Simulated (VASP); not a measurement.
# SnSe (Fm-3m) in VASP: further runs

Runs on SnSe. Level: PBEsol+D3(BJ). Tasks: single point.

Everything below comes from runs of VASP 6.6.1. Logs are shortened: lines on timing, memory, paths and dates and some standing lists are left out, and cuts for length are marked.

## (1) The cell of the first run

It takes space group Fm-3m (No. 225, cubic). The conventional cell has a = 6.020 Å, b = 6.020 Å, c = 6.020 Å, α = 90.00°, β = 90.00°, γ = 90.00°. Within 4.0 Å of Sn (site symmetry m-3m) lie 6 Se at 3.01 Å. Se (site symmetry m-3m) has 6 Sn at 3.01 Å within 4.0 Å.

## (2) Single point, PBEsol+D3(BJ)

Contents of INCAR:

```
SYSTEM = SnSe
ALGO     = Normal         ! electronic algorithm
EDIFF    = 1E-6           ! SCF threshold, eV
ENCUT    = 500            ! plane-wave cutoff, eV
GGA      = PS             ! functional
GGA_COMPAT= .FALSE.      
ISIF     = 2              ! what is computed and relaxed
ISMEAR   = 0              ! smearing method
IVDW     = 12             ! dispersion correction
LASPH    = .TRUE.         ! aspherical terms in the spheres
LCHARG   = .FALSE.        ! write CHGCAR
LREAL    = .FALSE.        ! projectors in reciprocal space
LWAVE    = .FALSE.        ! write WAVECAR
NBANDS   = 17             ! bands
NELM     = 120            ! most SCF steps
PREC     = Accurate       ! precision mode
SIGMA    = 0.01           ! smearing width, eV
```

Contents of KPOINTS:

```
k-points
0
G
  5 5 5
  0 0 0
```

Contents of POSCAR:

```
SnSe
1.0
    0.0000000000      3.0100000000      3.0100000000
    3.0100000000      0.0000000000      3.0100000000
    3.0100000000      3.0100000000      0.0000000000
Sn Se
1 1
Direct
    0.0000000000      0.0000000000      0.0000000000
    0.5000000000      0.5000000000      0.5000000000
```

Potentials or basis: VASP PAW PBE potentials, release 64 (Sn_d, Se).

Run with:

```
> cat potpaw_PBE.64/Sn_d/POTCAR potpaw_PBE.64/Se/POTCAR > POTCAR
> mpirun -np 1 vasp_std > vasp.out
```

OUTCAR:

```text
SYSTEM = SnSe
   EDIFF = 1E-6
   ENCUT = 500
   GGA = PS
   ISIF = 2
   ISMEAR = 0
   IVDW = 12
   LASPH = .TRUE.
   LREAL = .FALSE.
   NELM = 120
   PREC = Accurate
 IVDW          = 12

 ion  position               nearest neighbor table
   1  0.000  0.000  0.000-   2 3.01   2 3.01   2 3.01   2 3.01   2 3.01   2 3.01
   2  0.500  0.500  0.500-   1 3.01   1 3.01   1 3.01   1 3.01   1 3.01   1 3.01

  LATTYP: Found a face centered cubic cell.
 ALAT       =     6.0200000000

  Lattice vectors:

 A1 = (   0.0000000000,   3.0100000000,   3.0100000000)
 A2 = (   3.0100000000,   0.0000000000,   3.0100000000)
 A3 = (   3.0100000000,   3.0100000000,   0.0000000000)

Analysis of symmetry for initial positions (statically):
=====================================================================
 Subroutine PRICEL returns:
 Original cell was already a primitive cell.

 Routine SETGRP: Setting up the symmetry group for a
 face centered cubic supercell.

 Subroutine GETGRP returns: Found 48 space group operations
 (whereof 48 operations were pure point group operations)
 out of a pool of 48 trial point group operations.

The static configuration has the point symmetry O_h .

Analysis of symmetry for dynamics (positions and initial velocities):
=====================================================================
 Subroutine PRICEL returns:
 Original cell was already a primitive cell.

 Routine SETGRP: Setting up the symmetry group for a
 face centered cubic supercell.

 Subroutine GETGRP returns: Found 48 space group operations
 (whereof 48 operations were pure point group operations)
 out of a pool of 48 trial point group operations.

The dynamic configuration has the point symmetry O_h .

 Subroutine INISYM returns: Found 48 space group operations
 (whereof 48 operations are pure point group operations),
 and found     1 'primitive' translations

----------------------------------------------------------------------------------------

                                     Primitive cell

  volume of cell :      54.5418

  direct lattice vectors                    reciprocal lattice vectors
     0.000000000  3.010000000  3.010000000    -0.166112957  0.166112957  0.166112957
     3.010000000  0.000000000  3.010000000     0.166112957 -0.166112957  0.166112957
     3.010000000  3.010000000  0.000000000     0.166112957  0.166112957 -0.166112957

  length of vectors
     4.256782823  4.256782823  4.256782823     0.287716081  0.287716081  0.287716081

[... 63 lines left out ...]
   ENCUT  =  500.0 eV  36.75 Ry    6.06 a.u.   7.76  7.76  7.76*2*pi/ulx,y,z
   NELM   =    120;   NELMIN=  2; NELMDL= -5     # of ELM steps
   EDIFF  = 0.1E-05   stopping-criterion for ELM
   LREAL  =      F    real-space projection
   EDIFFG = 0.1E-04   stopping-criterion for IOM
   NSW    =      0    number of steps for IOM
   IBRION =     -1    ionic relax: 0-MD 1-quasi-New 2-CG
   NFREE  =      0    steps in history (QN), initial steepest desc. (CG)
   ISIF   =      2    stress and relaxation
   ISYM   =      2    0-nonsym 1-usesym 2-fastsym
   POTIM  = 0.5000    time-step for ionic-motion
   TEBEG  =    0.0;   TEEND  =   0.0 temperature during run
   PSTRESS=    0.0 pullay stress
   NELECT =      20.0000    total number of electrons
   NUPDOWN=      -1.0000    fix difference up-down
   EMIN   =  10.00;   EMAX   =-10.00  energy-range for DOS
   EFERMI =   0.00;   METHOD = LEGACY
   ISMEAR =     0;   SIGMA  =   0.01  broadening in eV -4-tet -1-fermi 0-gaus
   EFERMI_NEDOS =   21; number of points for ismear=-14 and -15
   IALGO  =     38    algorithm
   IMIX   =      4    mixing-type and parameters
     AMIX     =   0.40;   BMIX     =  1.00
     AMIX_MAG =   1.60;   BMIX_MAG =  1.00
  volume/ion in A,a.u.               =      27.27       184.03
  Fermi-wavevector in a.u.,A,eV,Ry     =   1.171768  2.214321 18.681350  1.373040
  Thomas-Fermi vector in A             =   2.308207
   LORBIT       =      0    0 simple, 1 ext, 2 COOP (PROOUT), +10 PAW based schemes
   GGA     = PS    functional components
   LHFCALC =     F    Hartree Fock is set to
   AEXX    =    0.0000 exact exchange contribution
   IVDW    =    12    specifies the selected vdW correction
   LEPSILON=     F    determine dielectric tensor
   LRPA    =     F    only Hartree local field effects (RPA)
 non-spin polarized calculation
 Gauss-broadening in eV      SIGMA  =   0.01
  energy-cutoff  :      500.00
  volume of cell :       54.54
 maximum number of plane-waves:      1411
   NGX = 15   NGY = 15   NGZ = 15

 number of electron      20.0000005 magnetization

 Free energy of the ion-electron system (eV)
  ---------------------------------------------------
  ext. energy  EPLUGINS =         0.00000000
  ---------------------------------------------------
  free energy    TOTEN  =        -9.00027746 eV

  energy without entropy =       -9.00027746  energy(sigma->0) =       -9.00027746

 E-fermi :   5.4071     XC(G=0):  -9.7811

 val. band max:        5.3212777527   @ k =  -0.2000   0.2000   0.0000
 cond. band min:       6.1964305666   @ k =  -0.2000   0.2000   0.0000
 fundamental gap:      0.8751528139
 Fermi energy:         5.4071348941

 k-point     1 :       0.0000    0.0000    0.0000
  band No.  band energies     occupation
      1     -16.0628      2.00000
      2     -16.0628      2.00000
      3     -16.0628      2.00000
      4     -16.0625      2.00000
      5     -16.0625      2.00000
      6      -8.4417      2.00000
[... 177 lines left out ...]
      4     -16.0528      2.00000
      5     -16.0467      2.00000
      6      -7.2857      2.00000
[... 9 lines left out ...]
     16      16.5488      0.00000
     17      16.6877      0.00000

------------------------ aborting loop because EDIFF is reached ----------------------------------------

 Edisp (eV)   -0.65886

 E8    (eV) :    -0.4426

  FORCE on cell =-STRESS in cart. coord.  units (eV):
  Direction    XX          YY          ZZ          XY          YZ          ZX
  --------------------------------------------------------------------------------------
  -------------------------------------------------------------------------------------
  Total      -1.37902    -1.37902    -1.37902     0.00000    -0.00000    -0.00000
  in kB     -40.50912   -40.50912   -40.50912     0.00000    -0.00000    -0.00000
  external pressure =      -40.51 kB  Pullay stress =        0.00 kB

 VOLUME and BASIS-vectors are now :
 -----------------------------------------------------------------------------
  energy-cutoff  :      500.00
  volume of cell :       54.54
      direct lattice vectors                 reciprocal lattice vectors
     0.000000000  3.010000000  3.010000000    -0.166112957  0.166112957  0.166112957
     3.010000000  0.000000000  3.010000000     0.166112957 -0.166112957  0.166112957
     3.010000000  3.010000000  0.000000000     0.166112957  0.166112957 -0.166112957

 POSITION                                       TOTAL-FORCE (eV/Angst)
 -----------------------------------------------------------------------------------
      0.00000      0.00000      0.00000         0.000000      0.000000      0.000000
      3.01000      3.01000      3.01000        -0.000000     -0.000000     -0.000000
 -----------------------------------------------------------------------------------
    total drift:                                0.000000     -0.000000     -0.000000

  FREE ENERGIE OF THE ION-ELECTRON SYSTEM (eV)
  ---------------------------------------------------
  free  energy   TOTEN  =        -9.6591378510 eV

  energy  without entropy=       -9.6591378510  energy(sigma->0) =       -9.65913785
```

OSZICAR:

```text
N       E                     dE             d eps       ncg     rms          rms(c)
DAV:   1     0.128611840325E+03    0.12861E+03   -0.96698E+03   357   0.141E+03
DAV:   2     0.255303358080E+01   -0.12606E+03   -0.12292E+03   357   0.356E+02
DAV:   3    -0.890515223470E+01   -0.11458E+02   -0.11390E+02   421   0.918E+01
DAV:   4    -0.916533260118E+01   -0.26018E+00   -0.25995E+00   403   0.146E+01
DAV:   5    -0.917274093152E+01   -0.74083E-02   -0.74081E-02   486   0.238E+00    0.312E+00
DAV:   6    -0.900490554417E+01    0.16784E+00   -0.40308E-01   491   0.418E+00    0.186E+00
DAV:   7    -0.900045533201E+01    0.44502E-02   -0.67991E-02   400   0.129E+00    0.869E-01
DAV:   8    -0.900042178562E+01    0.33546E-04   -0.69542E-03   402   0.703E-01    0.869E-02
DAV:   9    -0.900026096660E+01    0.16082E-03   -0.12549E-03   486   0.265E-01    0.408E-02
DAV:  10    -0.900027604703E+01   -0.15080E-04   -0.11366E-04   422   0.745E-02    0.836E-03
DAV:  11    -0.900027743630E+01   -0.13893E-05   -0.71067E-06   469   0.191E-02    0.224E-03
DAV:  12    -0.900027746080E+01   -0.24506E-07   -0.31546E-07   232   0.764E-03
   1 F= -.96591379E+01 E0= -.96591379E+01  d E =-.524688E-35
```

stdout:

```text
POSCAR found type information on POSCAR SnSe
 POSCAR found :  2 types and       2 ions
 scaLAPACK will be used
 -----------------------------------------------------------------------------
|                                                                             |
|                                                                             |
|     You enforced a specific xc type in the INCAR file but a different       |
|     I HOPE YOU KNOW WHAT YOU ARE DOING!                                     |
|                                                                             |
 -----------------------------------------------------------------------------

 LDA part: xc-table for (Slater+PW92), standard interpolation
 POSCAR, INCAR and KPOINTS ok, starting setup
 FFT: planning ... GRIDC
 FFT: planning ... GRID_SOFT
 FFT: planning ... GRID
 WAVECAR not read
 entering main loop
```

It took 15 s on 1 thread of Intel Xeon 8259CL, shared host; peak memory 0.18 GiB.

Results:

| Property | Result |
| --- | --- |
| Free energy | -9.6591 eV |
| Pressure | -4.1 GPa |
| Dispersion energy per atom | -0.329 eV |

Caveat: this odd mesh misses L, where the gap lies, so gap, dielectric constants and Born charges aren't listed; the PAW data sets were made with another functional, which shifts forces and pressure a little; spin-orbit coupling is left out, which moves the levels of the heavy elements.

## (3) Single point, PBEsol+D3(BJ)

Contents of INCAR:

```
PREC = Accurate
ENCUT = 500
EDIFF = 1E-6
ISMEAR = 0
SIGMA = 0.01
LREAL = F
LASPH = T
NELM = 120
ALGO = Normal
ISIF = 2
LWAVE = F
LCHARG = F
GGA = PS
IVDW = 12
NBANDS = 17
GGA_COMPAT = F
```

Contents of KPOINTS:

```
Automatic mesh
0
Gamma
  5 5 5
```

POSCAR is that of step 2.

Potentials or basis: VASP PAW PBE potentials, release 64 (Sn_d, Se).

Run with:

```
> cat potpaw_PBE.64/Sn_d/POTCAR potpaw_PBE.64/Se/POTCAR > POTCAR
> mpirun -np 1 vasp_std > vasp.out
```

Wall time 17 s (1 thread of Intel Xeon 8259CL, shared host); peak memory 0.18 GiB.

Results (log left out):

| Item | Value |
| --- | --- |
| Free energy | -9.6591 eV |
| Pressure | -4.1 GPa |
| Dispersion energy per atom | -0.329 eV |

Levels at points of the mesh, in eV from the Fermi level:
```tsv
k point	band 6	band 7	band 8	band 9	band 10	band 11	band 12	band 13	band 14	band 15
(0.00, 0.00, 0.00)	-13.85	-5.08	-2.15	-2.15	-2.15	4.31	4.31	4.31	5.83	5.83
```

Caveat: this odd mesh misses L, where the gap lies, so gap, dielectric constants and Born charges aren't listed; the PAW data sets were made with another functional, which shifts forces and pressure a little; spin-orbit coupling is left out, which moves the levels of the heavy elements.
